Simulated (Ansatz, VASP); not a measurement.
**Two plane-wave programs on Te2Mo**

The input POSCAR:

```
Te2Mo
1.0
    6.3464495577      0.0000000000      0.0000000000
    0.0000000000      3.4942155400      0.0000000000
   -0.5490254083      0.0000000000     14.8561586148
Te Mo
8 4
Direct
    0.0630865700      0.5000000000      0.4013918100
    0.9362609700      0.0000000000      0.5989235800
    0.5672046900      0.0000000000      0.3620628100
    0.4325395100      0.5000000000      0.6382740100
    0.0910474500      0.0000000000      0.1379227500
    0.9094538900      0.5000000000      0.8617520200
    0.5810927600      0.5000000000      0.0985498300
    0.4193469800      0.0000000000      0.9011539900
    0.3196862200      0.0000000000      0.5068268200
    0.6797845000      0.5000000000      0.4935200200
    0.1814915000      0.5000000000      0.0065316300
    0.8190039500      0.0000000000      0.9930897200
```

File INCAR.step1:

```
SYSTEM = Te2Mo
ALGO = Normal ; EDIFF = 1E-4
ENCUT = 520 ; GGA = PE
ISMEAR = -1 ; LASPH = .TRUE.
LCHARG = .FALSE. ; LREAL = .FALSE.
LWAVE = .TRUE. ; NBANDS = 64
NELM = 100 ; PREC = Accurate
SIGMA = 0.05
```

The input INCAR.step2:

```
SYSTEM = Te2Mo
ALGO = Normal ; EDIFF = 1E-6
ENCUT = 520 ; ISIF = 2
ISMEAR = -1 ; ISTART = 1
LASPH = .TRUE. ; LCHARG = .FALSE.
LMIXTAU = .TRUE. ; LREAL = .FALSE.
LWAVE = .FALSE. ; METAGGA = R2SCAN
NBANDS = 64 ; NELM = 100
PREC = Accurate ; SIGMA = 0.05
```

KPOINTS

```
k-points
0
G
  4 8 2
  0 0 0
```

Contents of input.yaml:

```yaml
crystal:
  lattice:
    - [6.3464495577, 0.0, 0.0]
    - [0.0, 3.49421554, 0.0]
    - [-0.5490254083, 0.0, 14.8561586148]
  atoms:
    - { symbol: Te, position: [0.06308657, 0.5, 0.40139181] }
    - { symbol: Te, position: [0.93626097, 0.0, 0.59892358] }
    - { symbol: Te, position: [0.56720469, 0.0, 0.36206281] }
    - { symbol: Te, position: [0.43253951, 0.5, 0.63827401] }
    - { symbol: Te, position: [0.09104745, 0.0, 0.13792275] }
    - { symbol: Te, position: [0.90945389, 0.5, 0.86175202] }
    - { symbol: Te, position: [0.58109276, 0.5, 0.09854983] }
    - { symbol: Te, position: [0.41934698, 0.0, 0.90115399] }
    - { symbol: Mo, position: [0.31968622, 0.0, 0.50682682] }
    - { symbol: Mo, position: [0.6797845, 0.5, 0.49352002] }
    - { symbol: Mo, position: [0.1814915, 0.5, 0.00653163] }
    - { symbol: Mo, position: [0.81900395, 0.0, 0.99308972] }
hamiltonian:
  xc: r2scan
  pseudopotentials: { kind: paw }
kpoints:
  mp_grid: { grid: [4, 8, 2] }
  band_path:
    path:
      - [[0.0, 0.0, 0.0], [0.0, 0.0, 0.5], [-0.4927891831, 0.0, 0.5426307308], [-0.5, 0.0, 0.5], [-0.5, 0.5, 0.5], [-0.5072108169, 0.5, 0.4573692692], [-0.5, 0.5, 0.0], [-0.5, 0.0, 0.0], [-0.5072108169, 0.0, 0.4573692692]]
      - [[-0.4927891831, 0.5, 0.5426307308], [0.0, 0.5, 0.5], [0.0, 0.5, 0.0]]
      - [[0.0, 0.0, 0.5], [0.0, 0.5, 0.5]]
    npoints: 10
scf:
  occupations: { method: fermi_dirac, width: 0.05 }
  n_extra_bands: 30
output:
  forces: true
  stress: true
  eigenvalues: true
  fatbands: true
```

Alike in both runs: functional r2SCAN; k mesh 4 × 8 × 2; occupations fermi-dirac, width 0.05 eV; no spin polarisation.

|  | VASP | Ansatz |
| --- | --- | --- |
| version | VASP 6.6.1 | Ansatz 0.2.0 |
| potentials or method | VASP PAW PBE potentials, release 64 (Te, Mo_sv) | Ansatz PAW |
| plane-wave cutoff (eV) | 520 | 500 |
| valence electrons in the cell | 104 | 184 |
| task | single point | band structure |

```csv
,VASP,Ansatz,Ansatz less VASP
gap on the k mesh at the Fermi level (eV),none,none,-
pressure (GPa),0.1,0.0,-0.11
"traceless stress, the component that is largest in VASP (GPa)",0.18,0.20,+0.016
rms of the force components (eV/Å),0.025,0.028,+0.0027
```

VASP's potentials were made for PBE, not for r2SCAN. Atom by atom the forces differ by 0.011 eV/Å (rms over components). A gap of «none» marks a metal or a gap that the smearing closes. VASP's potentials hold 104 valence electrons a cell and Ansatz's 184, so a difference there can come from the potentials and not from the codes.

Neither program's run includes spin-orbit coupling.
